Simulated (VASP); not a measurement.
# ReSb (P6_3/mmc) in VASP: further runs, part 2 of 2

VASP 6.6.1. Earlier steps stand in the parts before.

**3. Relaxation of cell and atoms, PBE**

This run uses another cell than the first one, of 19.94 Å³/atom.

File INCAR:

```
PREC = Accurate
ENCUT = 600
EDIFF = 1E-6
ISMEAR = 0
SIGMA = 0.05
LREAL = F
LASPH = T
NELM = 60
ALGO = Normal
ISIF = 3
LWAVE = F
LCHARG = F
GGA = PE
IBRION = 2
NSW = 80
EDIFFG = -0.01
```

File KPOINTS:

```
Automatic mesh
0
Gamma
  10 10 6
```

File POSCAR:

```
ReSb
1.0
    4.0430686729      0.0000000000      0.0000000000
   -2.0215343364      3.5014001799      0.0000000000
    0.0000000000      0.0000000000      5.6350479099
Re Sb
2 2
Direct
    0.0000000000      0.0000000000      0.0000000000
    0.0000000000      0.0000000000      0.5000000000
    0.3333333333      0.6666666667      0.2500000000
    0.6666666667      0.3333333333      0.7500000000
```

Potentials or basis: VASP PAW PBE potentials, release 64 (Re, Sb).

Command:

```
$ cat potpaw_PBE.64/Re/POTCAR potpaw_PBE.64/Sb/POTCAR > POTCAR
$ mpirun -np 1 vasp_std > vasp.out
```

OUTCAR:

```text
PREC = Accurate
   ENCUT = 600
   EDIFF = 1E-6
   ISMEAR = 0
   LREAL = F
   LASPH = T
   NELM = 60
   ISIF = 3
   GGA = PE
   IBRION = 2
   NSW = 80
   EDIFFG = -0.01

 ion  position               nearest neighbor table
   1  0.000  0.000  0.000-   3 2.73   4 2.73   3 2.73   4 2.73   4 2.73   3 2.73   2 2.82   2 2.82

   2  0.000  0.000  0.500-   3 2.73   4 2.73   3 2.73   4 2.73   4 2.73   3 2.73   1 2.82   1 2.82

   3  0.333  0.667  0.250-   1 2.73   2 2.73   1 2.73   2 2.73   1 2.73   2 2.73   4 3.66   4 3.66
                             4 3.66   4 3.66   4 3.66   4 3.66
   4  0.667  0.333  0.750-   1 2.73   2 2.73   1 2.73   2 2.73   1 2.73   2 2.73   3 3.66   3 3.66
                             3 3.66   3 3.66   3 3.66   3 3.66

  LATTYP: Found a hexagonal cell.
 ALAT       =     4.0430686729
 C/A-ratio  =     1.3937551810

[... 387 lines left out ...]
  energy without entropy =      -31.36385008  energy(sigma->0) =      -31.36670344

 E-fermi :   8.1483     XC(G=0): -11.4347

 val. band max:        8.1286713772   @ k =   0.4000   0.1000   0.3333
 cond. band min:       8.1504421805   @ k =   0.5000   0.0000   0.1667
 fundamental gap:      0.0217708034
 Fermi energy:         8.1483240415

 k-point     1 :       0.0000    0.0000    0.0000
  band No.  band energies     occupation
      1      -4.1627      2.00000
      2       0.1841      2.00000
      3       2.4733      2.00000
      4       3.1568      2.00000
      5       3.1568      2.00000
      6       3.3592      2.00000
[... 433 lines left out ...]
      3       1.6795      2.00000
      4       3.4340      2.00000
      5       3.7475      2.00000
      6       4.2488      2.00000
[... 8 lines left out ...]
     15       9.9186      0.00000
     16      10.4400      0.00000

 [... further k-points ...]

------------------------ aborting loop because EDIFF is reached ----------------------------------------

  FORCE on cell =-STRESS in cart. coord.  units (eV):
  Direction    XX          YY          ZZ          XY          YZ          ZX
  --------------------------------------------------------------------------------------
  -------------------------------------------------------------------------------------
  Total       -0.0000489     -0.0000489      0.0085404     -0.0000000      0.0000000      0.0000000
  in kB       -0.0009474     -0.0009474      0.1655356     -0.0000000      0.0000000      0.0000000
  external PRESSURE =       0.0545469 kB  Pullay stress =       0.0000000 kB
[... 19 lines left out ...]
  FREE ENERGIE OF THE ION-ELECTRON SYSTEM (eV)
  ---------------------------------------------------
  free  energy   TOTEN  =       -31.3695567925 eV

  energy  without entropy=      -31.3638500790  energy(sigma->0) =      -31.36670344

 reached required accuracy - stopping structural energy minimisation
```

OSZICAR:

```text
N       E                     dE             d eps       ncg     rms          rms(c)
DAV:   1     0.100431245806E+03    0.10043E+03   -0.11025E+04  3456   0.164E+03
DAV:   2    -0.240861640242E+02   -0.12452E+03   -0.12170E+03  3096   0.322E+02
[... 91 lines left out ...]
  11 F= -.31369524E+02 E0= -.31366682E+02  d E =0.217228E-04
       N       E                     dE             d eps       ncg     rms          rms(c)
DAV:   1    -0.313695763541E+02   -0.52280E-04   -0.31168E-03  2696   0.231E+00    0.117E-01
DAV:   2    -0.313695607378E+02    0.15616E-04   -0.52063E-05  3272   0.141E-01    0.420E-02
DAV:   3    -0.313695563631E+02    0.43747E-05   -0.91963E-06  2144   0.634E-02    0.469E-03
DAV:   4    -0.313695567925E+02   -0.42940E-06   -0.41528E-06  1672   0.209E-02
  12 F= -.31369557E+02 E0= -.31366703E+02  d E =-.112583E-04
```

It took 5.1 min on 1 thread of Intel Xeon 6975P-C (Granite Rapids), shared host; peak memory 0.29 GiB.

Results:

```yaml
Free_energy: -31.3696 eV
Relaxed_volume: 20.67 Å³/atom
Relaxed_cell: a = 4.321 Å, b = 4.321 Å, c = 5.112 Å, α = 90.00°, β = 90.00°, γ = 120.00°
Space_group_after_relaxing_to_0.1_Å: P6_3/mmc (No. 194)
Energy_gained_by_relaxing: 181.2 meV/atom
Ionic_steps: 12
Pressure_after_relaxing: 0.0 GPa
Band_gap_on_the_k_mesh: zero (bands 12 and 13 overlap by 0.88 eV)
```

Step by step:
```
step  energy change (eV)  largest force (eV/Å)  pressure (GPa)  volume (Å³)
   1              0.0000                0.0000            3.59        79.77
   2             -0.6499                0.0000           -4.56        84.58
   3             -0.6681                0.0000           -5.19        85.19
   4             -0.4372                0.0000           13.03        78.16
   5             -0.7242                0.0000           -0.52        82.98
   6             -0.7243                0.0000           -0.38        82.90
   7             -0.7243                0.0000           -0.27        82.86
   8             -0.7250                0.0000            0.13        82.59
   9             -0.7250                0.0000            0.09        82.63
  10             -0.7250                0.0000            0.08        82.63
  11             -0.7250                0.0000           -0.11        82.71
  12             -0.7250                0.0000            0.01        82.66
```

Final structure:
```
CELL_PARAMETERS angstrom
4.32123 0.00000 0.00000
-2.16062 3.74230 0.00000
0.00000 0.00000 5.11152
ATOMIC_POSITIONS crystal
Re 0.00000 0.00000 0.00000
Re 0.00000 0.00000 0.50000
Sb 0.33333 0.66667 0.25000
Sb 0.66667 0.33333 0.75000
```

Caveat: spin-orbit coupling is left out, which moves the levels of the heavy elements.

**4. Relaxation of shape and atoms at fixed volume, PBE (20.28 Å³/atom)**

This run uses another cell than the first one, of 20.28 Å³/atom.

File INCAR:

```
SYSTEM = ReSb
ALGO     = Normal         ! electronic algorithm
EDIFF    = 1E-6           ! SCF threshold, eV
EDIFFG   = -0.01          ! ionic threshold
ENCUT    = 600            ! plane-wave cutoff, eV
GGA      = PE             ! functional
IBRION   = 2              ! ionic algorithm
ISIF     = 4              ! what is computed and relaxed
ISMEAR   = 0              ! smearing method
LASPH    = .TRUE.         ! aspherical terms in the spheres
LCHARG   = .FALSE.        ! write CHGCAR
LREAL    = .FALSE.        ! projectors in reciprocal space
LWAVE    = .FALSE.        ! write WAVECAR
NELM     = 60             ! most SCF steps
NSW      = 60             ! ionic steps
PREC     = Accurate       ! precision mode
SIGMA    = 0.05           ! smearing width, eV
```

File KPOINTS:

```
k-points
0
G
  10 10 6
  0 0 0
```

File POSCAR:

```
ReSb
1.0
    4.2941190039      0.0000000000      0.0000000000
   -2.1470595019      3.7188161443      0.0000000000
    0.0000000000      0.0000000000      5.0802333527
Re Sb
2 2
Direct
    0.0000000000      0.0000000000      0.0000000000
    0.0000000000      0.0000000000      0.5000000000
    0.3333333333      0.6666666667      0.2500000000
    0.6666666667      0.3333333333      0.7500000000
```

Command:

```
$ cat potpaw_PBE.64/Re/POTCAR potpaw_PBE.64/Sb/POTCAR > POTCAR
$ mpirun -np 1 vasp_std > vasp.out
```

Wall time 89 s (1 thread of Intel Xeon 6975P-C (Granite Rapids), shared host); peak memory 0.29 GiB.

It converged, with:

* Free energy: -31.3557 eV
* Energy gained by relaxing: 0.2 meV/atom
* Ionic steps: 3
* Pressure after relaxing: 3.2 GPa
* Band gap on the k mesh: zero (bands 12 and 13 overlap by 0.91 eV)

Step by step:
```tsv
step	energy change (eV)	largest force (eV/Å)	pressure (GPa)	volume (Å³)
1	0.0000	0.0000	3.32	81.13
2	-0.0006	0.0000	3.16	81.13
3	-0.0006	0.0000	3.18	81.13
```

Final structure:
```
Re Sb
1.0
     4.28787    0.00000    0.00000
    -2.14394    3.71341    0.00000
     0.00000    0.00000    5.09505
Re Sb
2 2
Direct
  0.00000 0.00000 0.00000
  0.00000 0.00000 0.50000
  0.33333 0.66667 0.25000
  0.66667 0.33333 0.75000
```

Levels at points of the mesh, in eV from the Fermi level:
```
           k point  band 8  band 9  band 10  band 11  band 12  band 13  band 14  band 15  band 16
(0.00, 0.00, 0.00)   -3.02   -0.87    -0.87     0.18     0.18     2.10     2.10     2.43     2.83
(0.50, 0.00, 0.00)   -2.47   -2.10    -2.07    -1.44    -0.08    -0.07     1.68     1.88     2.11
(0.00, 0.00, 0.50)   -2.45   -1.49    -1.49    -1.49    -1.49    -0.16    -0.16     4.33     4.33
(0.50, 0.00, 0.50)   -2.59   -1.06    -1.06    -0.75    -0.75    -0.68    -0.68     2.07     2.07
```

Caveat: spin-orbit coupling is left out, which moves the levels of the heavy elements.

**5. Overview**

```csv
task,cell,gap on the mesh (eV),pressure (GPa)
relaxation of shape and atoms at fixed volume,"relaxed from a = 4.258, b = 4.258, c = 5.062 Å, angles 90.0, 90.0, 120.0°, 4 atoms",none,7.0
relaxation of cell and atoms,"relaxed from a = 4.043, b = 4.043, c = 5.635 Å, angles 90.0, 90.0, 120.0°, 4 atoms",none,0.0
relaxation of shape and atoms at fixed volume,"relaxed from a = 4.294, b = 4.294, c = 5.080 Å, angles 90.0, 90.0, 120.0°, 4 atoms",none,3.2
```

Alike in all rows: level PBE; potentials or basis VASP PAW PBE potentials, release 64 (Re, Sb); no spin polarisation; k mesh 10 × 10 × 6; cutoff (eV) 600; smearing gaussian 0.05 eV.

Caveats: spin-orbit coupling is left out, which moves the levels of the heavy elements.

Absolute energies hang on the potentials; compare differences alone.

The gap in the log of VASP goes by the Fermi energy; the results here count the filled bands.